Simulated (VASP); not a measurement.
# AgCl in VASP: further runs

AgCl is run at these levels: LDA; tasks: electric field gradients.

Program: VASP 6.6.1. These are calculated values, not measurements. Logs are shortened: lines on timing, memory, paths and dates and some standing lists are left out, and cuts for length are marked.

### 1 The cell of the first run

Symmetry: Fm-3m, No. 225, cubic system. The conventional cell has a = 5.655 Å, b = 5.655 Å, c = 5.655 Å, α = 90.00°, β = 90.00°, γ = 90.00°. Ag (site symmetry m-3m) has 6 Cl at 2.83 Å within 3.7 Å. Within 3.7 Å of Cl (site symmetry m-3m) lie 6 Ag at 2.83 Å.

### 2 Electric field gradients, LDA (volume scaled by 1.06)

Contents of INCAR:

```
SYSTEM = AgCl
PREC = Accurate
ENCUT = 520
EDIFF = 1E-8
ISMEAR = -1
SIGMA = 0.02
LREAL = .FALSE.
LASPH = .TRUE.
NELM = 100
ALGO = Normal
ISIF = 2
LWAVE = .FALSE.
LCHARG = .FALSE.
GGA = CA
LEFG = .TRUE.
NBANDS = 16
```

Contents of KPOINTS:

```
Automatic mesh
0
G
  8 8 8
  0 0 0
```

Contents of POSCAR:

```
AgCl
1.0
    0.0000000000      2.8275392985      2.8275392985
    2.8275392985      0.0000000000      2.8275392985
    2.8275392985      2.8275392985      0.0000000000
Ag Cl
1 1
Direct
    0.5000000000      0.5000000000      0.5000000000
    0.0000000000      0.0000000000      0.0000000000
```

Potentials or basis: VASP PAW LDA potentials, release 64 (Ag, Cl).

Launch:

```sh
$ cat potpaw_LDA.64/Ag/POTCAR potpaw_LDA.64/Cl/POTCAR > POTCAR
$ mpirun -np 1 vasp_std > vasp.out
```

OUTCAR:

```text
SYSTEM = AgCl
   PREC = Accurate
   ENCUT = 520
   EDIFF = 1E-8
   ISMEAR = -1
   LREAL = .FALSE.
   LASPH = .TRUE.
   NELM = 100
   ISIF = 2
   GGA = CA

 ion  position               nearest neighbor table
   1  0.500  0.500  0.500-   2 2.83   2 2.83   2 2.83   2 2.83   2 2.83   2 2.83
   2  0.000  0.000  0.000-   1 2.83   1 2.83   1 2.83   1 2.83   1 2.83   1 2.83

  LATTYP: Found a face centered cubic cell.
 ALAT       =     5.6550785970

  Lattice vectors:

 A1 = (   0.0000000000,   2.8275392985,   2.8275392985)
 A2 = (   2.8275392985,   0.0000000000,   2.8275392985)
 A3 = (   2.8275392985,   2.8275392985,   0.0000000000)

Analysis of symmetry for initial positions (statically):
[... 33 lines left out ...]
                                     Primitive cell

  volume of cell :      45.2122

  direct lattice vectors                    reciprocal lattice vectors
     0.000000000  2.827539299  2.827539299    -0.176832202  0.176832202  0.176832202
     2.827539299  0.000000000  2.827539299     0.176832202 -0.176832202  0.176832202
     2.827539299  2.827539299  0.000000000     0.176832202  0.176832202 -0.176832202

  length of vectors
     3.998744424  3.998744424  3.998744424     0.306282358  0.306282358  0.306282358

  position of ions in fractional coordinates (direct lattice)
     0.500000000  0.500000000  0.500000000
     0.000000000  0.000000000  0.000000000

  ion indices of the primitive-cell ions
   primitive index   ion index
                 1           1
                 2           2

----------------------------------------------------------------------------------------

 KPOINTS: Automatic mesh

Automatic generation of k-mesh.
 Grid dimensions read from file:
 generate k-points for:    8    8    8

 Generating k-lattice:

  Cartesian coordinates                     Fractional coordinates (reciprocal lattice)
    -0.022104025  0.022104025  0.022104025     0.125000000  0.000000000  0.000000000
     0.022104025 -0.022104025  0.022104025     0.000000000  0.125000000  0.000000000
     0.022104025  0.022104025 -0.022104025     0.000000000  0.000000000  0.125000000

  Length of vectors
     0.038285295  0.038285295  0.038285295

  Shift w.r.t. Gamma in fractional coordinates (k-lattice)
     0.000000000  0.000000000  0.000000000

 Subroutine IBZKPT returns following result:
 ===========================================

 Found     29 irreducible k-points:

 Following reciprocal coordinates:
            Coordinates               Weight
  0.000000  0.000000  0.000000      1.000000
  0.125000  0.000000  0.000000      8.000000
  0.250000  0.000000  0.000000      8.000000
  0.375000  0.000000  0.000000      8.000000
  0.500000  0.000000  0.000000      4.000000
  0.125000  0.125000  0.000000      6.000000
[... 16 lines left out ...]
  0.500000  0.250000  0.125000     48.000000
 -0.375000  0.250000  0.125000     24.000000
 [... further k-points ...]
   k-points           NKPTS =     29   k-points in BZ     NKDIM =     29   number of bands    NBANDS=     16
   number of dos      NEDOS =    301   number of ions     NIONS =      2
   total plane-waves  NPLWV =  27000
   dimension x,y,z NGX =    30 NGY =   30 NGZ =   30
   dimension x,y,z NGXF=    60 NGYF=   60 NGZF=   60
   ions per type =               1   1
   NGX,Y,Z   is equivalent  to a cutoff of  12.47, 12.47, 12.47 a.u.
   NGXF,Y,Z  is equivalent  to a cutoff of  24.94, 24.94, 24.94 a.u.
 SYSTEM =  AgCl
   PREC   = accura    normal or accurate (medium, high low for compatibility)
   ISTART =      0    job   : 0-new  1-cont  2-samecut
   ICHARG =      2    charge: 1-file 2-atom 10-const
   ISPIN  =      1    spin polarized calculation?
   LNONCOLLINEAR =      F non collinear calculations
   LSORBIT =      F    spin-orbit coupling
   LASPH  =      T    aspherical Exc in radial PAW
   ENCUT  =  520.0 eV  38.22 Ry    6.18 a.u.   7.44  7.44  7.44*2*pi/ulx,y,z
   NELM   =    100;   NELMIN=  2; NELMDL= -5     # of ELM steps
   EDIFF  = 0.1E-07   stopping-criterion for ELM
   LREAL  =      F    real-space projection
   EDIFFG = 0.1E-06   stopping-criterion for IOM
   NSW    =      0    number of steps for IOM
   IBRION =     -1    ionic relax: 0-MD 1-quasi-New 2-CG
   NFREE  =      0    steps in history (QN), initial steepest desc. (CG)
   ISIF   =      2    stress and relaxation
   ISYM   =      2    0-nonsym 1-usesym 2-fastsym
   POTIM  = 0.5000    time-step for ionic-motion
   TEBEG  =    0.0;   TEEND  =   0.0 temperature during run
   PSTRESS=    0.0 pullay stress
   NELECT =      18.0000    total number of electrons
   NUPDOWN=      -1.0000    fix difference up-down
   EMIN   =  10.00;   EMAX   =-10.00  energy-range for DOS
   EFERMI =   0.00;   METHOD = LEGACY
   ISMEAR =    -1;   SIGMA  =   0.02  broadening in eV -4-tet -1-fermi 0-gaus
   EFERMI_NEDOS =   21; number of points for ismear=-14 and -15
   IALGO  =     38    algorithm
   IMIX   =      4    mixing-type and parameters
     AMIX     =   0.40;   BMIX     =  1.00
     AMIX_MAG =   1.60;   BMIX_MAG =  1.00
  volume/ion in A,a.u.               =      22.61       152.55
  Fermi-wavevector in a.u.,A,eV,Ry     =   1.204334  2.275862 19.734174  1.450421
  Thomas-Fermi vector in A             =   2.340062
   LORBIT       =      0    0 simple, 1 ext, 2 COOP (PROOUT), +10 PAW based schemes
   GGA     = CA    functional components
   LHFCALC =     F    Hartree Fock is set to
   AEXX    =    0.0000 exact exchange contribution
   IVDW    =     0    specifies the selected vdW correction
   LEPSILON=     F    determine dielectric tensor
   LRPA    =     F    only Hartree local field effects (RPA)
 non-spin polarized calculation
  energy-cutoff  :      520.00
  volume of cell :       45.21
 maximum number of plane-waves:      1243
 NGX is ok and might be reduce to    30
   NGX = 15   NGY = 15   NGZ = 15

 number of electron      17.9999993 magnetization

 Free energy of the ion-electron system (eV)
  ---------------------------------------------------
  ext. energy  EPLUGINS =         0.00000000
  ---------------------------------------------------
  free energy    TOTEN  =        -6.60805944 eV

  energy without entropy =       -6.60805944  energy(sigma->0) =       -6.60805944

 E-fermi :   3.2081     XC(G=0): -10.1494

 val. band max:        2.8541562453   @ k =   0.5000   0.0000   0.0000
 cond. band min:       3.5113595647   @ k =   0.0000   0.0000   0.0000
 fundamental gap:      0.6572033194
 Fermi energy:         3.2081043019

 k-point     1 :       0.0000    0.0000    0.0000
  band No.  band energies     occupation
      1     -11.8148      2.00000
      2       0.5568      2.00000
      3       0.5568      2.00000
      4       0.5568      2.00000
      5       0.5912      2.00000
      6       0.5912      2.00000
[... 8 lines left out ...]
     15      15.5117      0.00000
     16      15.5117      0.00000

 k-point     2 :       0.1250    0.0000    0.0000
  band No.  band energies     occupation
      1     -11.7614      2.00000
      2      -0.0445      2.00000
      3       0.0050      2.00000
      4       0.0050      2.00000
      5       0.6055      2.00000
      6       0.6055      2.00000
[... 8 lines left out ...]
     15      14.6172      0.00000
     16      15.1110      0.00000

 k-point     3 :       0.2500    0.0000    0.0000
  band No.  band energies     occupation
      1     -11.6274      2.00000
      2      -1.0161      2.00000
      3      -0.5256      2.00000
      4      -0.5256      2.00000
      5       0.7180      2.00000
      6       0.7180      2.00000
[... 8 lines left out ...]
     15      14.9860      0.00000
     16      14.9860      0.00000

 k-point     4 :       0.3750    0.0000    0.0000
  band No.  band energies     occupation
      1     -11.4857      2.00000
      2      -1.7444      2.00000
      3      -0.8653      2.00000
      4      -0.8653      2.00000
      5       0.8349      2.00000
      6       0.8349      2.00000
[... 8 lines left out ...]
     15      15.8978      0.00000
     16      15.8978      0.00000
[... 324 lines left out ...]
 k-point    22 :       0.3750    0.2500    0.1250
  band No.  band energies     occupation
      1     -11.5450      2.00000
      2      -1.3637      2.00000
      3      -0.6012      2.00000
      4      -0.2451      2.00000
      5       0.6442      2.00000
      6       0.8197      2.00000
[... 8 lines left out ...]
     15      16.8476      0.00000
     16      17.7146      0.00000

 k-point    23 :       0.5000    0.2500    0.1250
  band No.  band energies     occupation
      1     -11.4434      2.00000
      2      -1.5549      2.00000
      3      -0.8718      2.00000
      4      -0.6214      2.00000
      5       0.7482      2.00000
      6       0.8904      2.00000
[... 8 lines left out ...]
     15      17.0476      0.00000
     16      17.6043      0.00000

 k-point    24 :      -0.3750    0.2500    0.1250
  band No.  band energies     occupation
      1     -11.4002      2.00000
      2      -1.6111      2.00000
      3      -0.9079      2.00000
      4      -0.8717      2.00000
      5       0.8244      2.00000
      6       0.8879      2.00000
[... 8 lines left out ...]
     15      16.0494      0.00000
     16      17.5636      0.00000

 [... further k-points ...]

------------------------ aborting loop because EDIFF is reached ----------------------------------------

  FORCE on cell =-STRESS in cart. coord.  units (eV):
  Direction    XX          YY          ZZ          XY          YZ          ZX
  --------------------------------------------------------------------------------------
  -------------------------------------------------------------------------------------
  Total       -2.0983275     -2.0983275     -2.0983275      0.0000000      0.0000000     -0.0000000
  in kB      -74.3580365    -74.3580365    -74.3580365      0.0000000      0.0000000     -0.0000000
  external PRESSURE =     -74.3580365 kB  Pullay stress =       0.0000000 kB

 VOLUME and BASIS-vectors are now :
 -----------------------------------------------------------------------------
  energy-cutoff  :      520.00
  volume of cell :       45.21
      direct lattice vectors                 reciprocal lattice vectors
     0.000000000  2.827539299  2.827539299    -0.176832202  0.176832202  0.176832202
     2.827539299  0.000000000  2.827539299     0.176832202 -0.176832202  0.176832202
     2.827539299  2.827539299  0.000000000     0.176832202  0.176832202 -0.176832202

 POSITION                                       TOTAL-FORCE (eV/Angst)
 -----------------------------------------------------------------------------------
      2.82754      2.82754      2.82754         0.000000     -0.000000     -0.000000
      0.00000      0.00000      0.00000        -0.000000      0.000000      0.000000
 -----------------------------------------------------------------------------------
    total drift:                                0.000000      0.000000      0.000000

  FREE ENERGIE OF THE ION-ELECTRON SYSTEM (eV)
  ---------------------------------------------------
  free  energy   TOTEN  =        -6.6080594408 eV

  energy  without entropy=       -6.6080594401  energy(sigma->0) =       -6.60805944

 Electric field gradients (V/A^2)
---------------------------------------------------------------------
 ion       V_xx      V_yy      V_zz      V_xy      V_xz      V_yz
---------------------------------------------------------------------
   1       0.000     0.000     0.000     0.001     0.001     0.001
   2      -0.000     0.000    -0.000     0.000     0.000     0.000
---------------------------------------------------------------------

 Electric field gradients after diagonalization (V/A^2)
 (convention: |V_zz| > |V_xx| > |V_yy|)
----------------------------------------------------------------------
 ion       V_xx      V_yy      V_zz     asymmetry (V_yy - V_xx)/ V_zz
----------------------------------------------------------------------
   1      -0.001    -0.001     0.002       0.000
   2      -0.000    -0.000     0.001       0.000
----------------------------------------------------------------------

           NMR quadrupolar parameters

 Cq : quadrupolar parameter    Cq=e*Q*V_zz/h
 eta: asymmetry parameters     (V_yy - V_xx)/ V_zz
 Q  : nuclear electric quadrupole moment in mb (millibarn)
----------------------------------------------------------------------
 ion       Cq(MHz)       eta       Q (mb)
----------------------------------------------------------------------
   1       0.000       0.000       1.000
   2       0.000       0.000       1.000
----------------------------------------------------------------------
```

It took 8.9 s on 1 thread of Intel Xeon 6975P-C (Granite Rapids), shared host; peak memory 0.16 GiB.

Results:

- Free energy: -6.6081 eV
- Pressure: -7.4 GPa
- Band gap on the k mesh: 0.66 eV, indirect (least direct gap 2.73 eV)

Caveat: without QUAD_EFG the Cq values of the log hold for a quadrupole moment of 1 mb, not for the nuclei.

[end of part 1 of 3]
